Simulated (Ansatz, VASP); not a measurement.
## Two plane-wave programs on Na

File INCAR:

```
SYSTEM = Na
ALGO = Normal
EDIFF = 1E-6
ENCUT = 520
GGA = PS
ISIF = 2
ISMEAR = -1
LASPH = .True.
LCHARG = .False.
LREAL = .False.
LWAVE = .False.
NBANDS = 14
NELM = 100
PREC = Accurate
SIGMA = 0.1
```

The input KPOINTS:

```
k-points
0
Gamma
  8 8 8
  0 0 0
```

POSCAR

```
Na
1.0
    0.0000000000      3.7912227550      3.7912227550
    3.7912227550      0.0000000000      3.7912227550
    3.7912227550      3.7912227550      0.0000000000
Na
2
Direct
    0.1250000000      0.1250000000      0.1250000000
    0.8750000000      0.8750000000      0.8750000000
```

Input for Ansatz:

```yaml
crystal:
  lattice:
    - [0.0, 3.791222755, 3.791222755]
    - [3.791222755, 0.0, 3.791222755]
    - [3.791222755, 3.791222755, 0.0]
  atoms:
    - { symbol: Na, position: [0.125, 0.125, 0.125] }
    - { symbol: Na, position: [0.875, 0.875, 0.875] }
hamiltonian:
  xc: pbesol
  pseudopotentials:
    kind: paw
    azcp:
      Na: "pseudopotentials/Na.paw.azcp"
basis:
  ecutwfc: 420
  fft_grid_basis: typed
kpoints:
  mp_grid: { grid: [8, 8, 8], shift: [0, 0, 0] }
magnetization:
  spin_polarized: false
scf:
  occupations: { method: fermi_dirac, width: 0.1 }
  lower_state_search: "off"
output:
  stress: true
  write_density: true
  write_potential: true
  elf: true
  volumetric_format: npy
```

Alike in both runs: task single point; functional PBEsol; k mesh 8 × 8 × 8; occupations fermi-dirac, width 0.1 eV; no spin polarisation.

|  | VASP | Ansatz |
| --- | --- | --- |
| version | VASP 6.6.1 | Ansatz 0.2.0 |
| potentials or method | VASP PAW PBE potentials, release 64 (Na_pv), cutoff 520 eV | plane waves (420 eV) with PAW, scalar-relativistic |
| valence electrons in the cell | 14 | 18 |

```tsv
	VASP	Ansatz	Ansatz less VASP
pressure (GPa)	-0.1	-0.1	+0.01
```

VASP's potentials were made for PBE, not for PBEsol, and Ansatz warns of the same on its side. VASP's potentials hold 14 valence electrons a cell and Ansatz's 18, so a difference there can come from the potentials and not from the codes.
